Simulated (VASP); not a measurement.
Input of a VASP 6.6.1 run:

Contents of INCAR:

```
SYSTEM = AlAs
ALGO = Normal
EDIFF = 1E-8
ENCUT = 400
GGA = PS
GGA_COMPAT = .False.
ISIF = 2
ISMEAR = -1
LASPH = .True.
LCHARG = .False.
LEFG = .True.
LREAL = .False.
LWAVE = .False.
NBANDS = 11
NELM = 120
PREC = Accurate
SIGMA = 0.05
```

File KPOINTS:

```
k-points
0
Gamma
  10 10 10
  0 0 0
```

File POSCAR:

```
AlAs
1.0
    0.0000000000      2.8676463766      2.8676463766
    2.8676463766      0.0000000000      2.8676463766
    2.8676463766      2.8676463766      0.0000000000
Al As
1 1
Direct
    0.0000000000      0.0000000000      0.0000000000
    0.7500000000      0.7500000000      0.7500000000
```

Potentials or basis: VASP PAW PBE potentials, release 64 (Al, As).

The run is started by

```console
$ cat potpaw_PBE.64/Al/POTCAR potpaw_PBE.64/As/POTCAR > POTCAR
$ mpirun -np 1 vasp_std > vasp.out
```

Problem. What does it give for the band gap on the k mesh?

Solution. 1.39 eV, indirect (least direct gap 1.68 eV).

Problem. Predict the pressure.

Solution. -1.9 GPa.

Caveat: without QUAD_EFG the Cq values of the log hold for a quadrupole moment of 1 mb, not for the nuclei; the PAW data sets were made with another functional, which shifts forces and pressure a little. A k mesh can miss the band edges.
